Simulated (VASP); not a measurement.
Input of a VASP 6.6.1 run:

File POSCAR:

```
AlCo
1.0
    4.0065530061      0.0000000000      0.0000000000
   -2.0032765031      3.4697766849      0.0000000000
   -2.0032765031      1.1565922283      1.6230781821
Al Co
1 1
Direct
    0.0000000000      0.0000000000      0.0000000000
    0.5000000000      0.5000000000      0.5000000000
```

Contents of INCAR.step1:

```
SYSTEM = AlCo
  PREC = Accurate
  ENCUT = 520
  ISMEAR = 0
  SIGMA = 0.1
  LREAL = .False.
  LASPH = .True.
  NELM = 60
  ISYM = 0
  NBANDS = 13
  GGA = PE
  ALGO = Normal
  EDIFF = 1E-4
  LWAVE = .True.
  LCHARG = .False.
```

Contents of INCAR.step2:

```
SYSTEM = AlCo
  PREC = Accurate
  ENCUT = 520
  EDIFF = 1E-6
  ISMEAR = 0
  SIGMA = 0.1
  LREAL = .False.
  LASPH = .True.
  NELM = 60
  ALGO = Normal
  ISIF = 2
  LWAVE = .False.
  LCHARG = .True.
  METAGGA = R2SCAN
  LMIXTAU = .True.
  LELF = .True.
  LVHAR = .True.
  ISYM = 0
  NBANDS = 13
  ISTART = 1
```

KPOINTS

```
regular mesh
0
Gamma
  9 9 21
  0 0 0
```

Potentials or basis: VASP PAW PBE potentials, release 64 (Al, Co).

Run with:

```sh
$ cat potpaw_PBE.64/Al/POTCAR potpaw_PBE.64/Co/POTCAR > POTCAR
$ cp INCAR.step1 INCAR
$ mpirun -np 1 vasp_std > vasp.out
$ cp INCAR.step2 INCAR
$ mpirun -np 1 vasp_std > vasp.out
```

Predict the pressure.

-0.7 GPa.

What does it give for the band gap on the k mesh?

Zero (band 6 reaches 13.00 eV, above the bottom of band 7 at 10.67 eV).

Stress tensor (GPa, compression positive):
```
-1.66  0.03 -0.05
 0.03 -1.62  0.03
-0.05  0.03  1.04
```

Caveat: the PAW data sets were made with another functional, which shifts forces and pressure a little. Spin polarisation is off, so any magnetic state and its effect on volume and gap are missing.
